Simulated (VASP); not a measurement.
A run of VASP 6.6.1 is set up as follows.

File INCAR:

```
SYSTEM = Zn15S16
PREC = Accurate
ENCUT = 520
EDIFF = 1E-7
ISMEAR = 0
SIGMA = 0.02
LREAL = Auto
LASPH = .True.
NELM = 80
ALGO = Normal
ISIF = 2
LWAVE = .False.
LCHARG = .False.
GGA = PE
NBANDS = 159
NELECT = 278.0
```

File KPOINTS:

```
Automatic mesh
0
Gamma
  2 2 2
  0.5 0.5 0.5
```

File POSCAR:

```
Zn15S16
1.0
   -5.4423086028      5.4423086028     -5.4423086028
    5.4423086028      5.4423086028      5.4423086028
    5.4423086028     -5.4423086028     -5.4423086028
Zn S
15 16
Direct
    0.4904136635      0.7500000088     -0.2521773571
   -0.0021773848     -0.0095863730      0.0000000000
    0.7500000088      0.2500000642      0.0000000000
    0.2499999723     -0.0095864648      0.7478226240
    0.4904136635      0.4978226517      0.0000000000
    0.0095863730      0.2574090523      0.7595863818
    0.7500000088      0.7500000088      0.4999999446
    0.5021773294      0.0021773848      0.4925909565
    0.7574090888      0.5095864094      0.7595863818
   -0.0021772929      0.7500000088      0.2404135994
    0.2499999723      0.2499999723      0.4999999446
    0.0095863730      0.5095864094      0.5074090247
    0.7425909288      0.0021773848      0.2521773571
    0.5021773294      0.2425909841      0.2521773571
    0.2500000642      0.4978226517      0.2404135994
    0.2499999723      0.7499999169      0.7558200573
    0.0002688197      0.9990298046      0.7502688285
    0.4997312167      0.7500000088      0.4987609484
    0.7512390051      0.2512389686      0.7509701853
    0.2500000642      0.9997311614      0.4987609484
    0.4990297681      0.5002688562      0.7502688285
    0.0009701765      0.2512390604      0.5012390328
    0.7487610125      0.7500000088      0.2497311526
    0.4941798961      0.9941799326      0.2441799238
    0.7512390969      0.5009702130      0.5012390328
    0.0058200485      0.7500000088      0.0000000000
    0.2499999723      0.2487609761      0.2497311526
    0.0002688197      0.5002687644      0.2490297958
    0.7487610125      0.9997311614      0.0000000000
    0.4997311249      0.2487609761      0.0000000000
    0.2499999723      0.5058200850      0.0000000000
```

Potentials or basis: VASP PAW PBE potentials, release 64 (Zn, S).

Command:

```bash
$ cat potpaw_PBE.64/Zn/POTCAR potpaw_PBE.64/S/POTCAR > POTCAR
$ mpirun -np 1 vasp_std > vasp.out
```

**Question.** What does it give for the largest force?

**Answer.** 0.022 eV/Å.

Forces on the atoms (eV/Å):
```
Zn  -0.005  0.005  0.009
Zn   0.005 -0.009  0.005
Zn   0.000  0.000  0.000
Zn  -0.009  0.005  0.005
Zn  -0.005 -0.009 -0.005
Zn  -0.005 -0.005 -0.009
Zn   0.000  0.000  0.000
Zn   0.005  0.009 -0.005
Zn   0.009 -0.005  0.005
Zn   0.005 -0.005  0.009
Zn   0.000  0.000  0.000
Zn  -0.005  0.009  0.005
Zn   0.009  0.005 -0.005
Zn   0.005  0.005 -0.009
Zn  -0.009 -0.005 -0.005
S    0.012 -0.012 -0.012
S    0.013  0.013  0.010
S    0.013 -0.013 -0.010
S   -0.013 -0.010  0.013
S    0.010 -0.013 -0.013
S   -0.010  0.013 -0.013
S   -0.010 -0.013  0.013
S   -0.013  0.013 -0.010
S   -0.012 -0.012  0.012
S   -0.013 -0.013  0.010
S   -0.012  0.012 -0.012
S    0.010  0.013  0.013
S    0.013 -0.010 -0.013
S   -0.013  0.010 -0.013
S    0.013  0.010  0.013
S    0.012  0.012  0.012
```

Caveat: the cell carries a net charge on a neutralising background, which shifts energy and pressure.
